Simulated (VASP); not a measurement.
# MgO: single point with HSE06

MgO:

```
CELL_PARAMETERS angstrom
3.25534 0.00000 0.00000
-1.62767 2.81920 0.00000
0.00000 0.00000 5.10599
ATOMIC_POSITIONS crystal
Mg 0.33333 0.66667 0.99339
Mg 0.66667 0.33333 0.49339
O 0.33333 0.66667 0.38161
O 0.66667 0.33333 0.88161
```

This cell differs from its parent crystal: epitaxial xy strain -1.0%.

```yaml
Program: VASP 6.6.1
Task: single point
Functional: HSE06
Potentials_or_basis: VASP PAW PBE potentials, release 64 (Mg, O)
Cutoff: 520 eV
k_mesh: 6 × 6 × 4
Occupations: gaussian, width 0.01 eV
Spin: no spin polarisation
Dipole_correction: no
Grid_for_exact_exchange_PRECFOCK: Normal
Further_INCAR_settings: ALGO = Normal; EDIFF = 1e-07; NBANDS = 16
Share_of_exact_exchange: 0.25
Screening_parameter: 0.2079 1/Å
```

| Property | Result |
| --- | --- |
| Pressure | 1.1 GPa |
| Largest force | 0.004 eV/Å |
| Band gap on the k mesh | 5.26 eV |

Forces on the atoms (eV/Å):
```
Mg   0.000  0.000  0.004
Mg   0.000  0.000  0.004
O    0.000  0.000 -0.004
O    0.000  0.000 -0.004
```

Stress tensor (GPa, compression positive):
```
 1.67  0.00  0.00
 0.00  1.67  0.00
 0.00  0.00 -0.02
```

Levels at points of the mesh, in eV from the valence-band top:
```csv
k point,band 4,band 5,band 6,band 7,band 8,band 9,band 10,band 11,band 12,band 13
"(0.00, 0.00, 0.00)",-0.58,-0.58,-0.27,-0.27,0.00,5.26,10.49,12.25,16.55,16.55
"(0.50, 0.00, 0.00)",-2.29,-1.75,-1.16,-0.78,-0.42,9.78,9.81,11.24,12.81,15.20
"(0.00, 0.00, 0.50)",-2.04,-0.43,-0.43,-0.43,-0.43,7.80,7.80,15.11,15.11,17.06
"(0.50, 0.00, 0.50)",-3.19,-0.81,-0.81,-0.72,-0.72,9.22,9.22,12.98,12.98,15.75
```

It took 31 min on 1 thread of Intel(R) Xeon(R) Platinum 8488C (Sapphire Rapids), on a shared host, peak memory 0.28 GiB.

Caveat: the cell differs from its parent crystal (epitaxial xy strain -1.0%); the structure was generated, so it needn't be the stable form of MgO; the PAW data sets were made with another functional, which shifts forces and pressure a little.
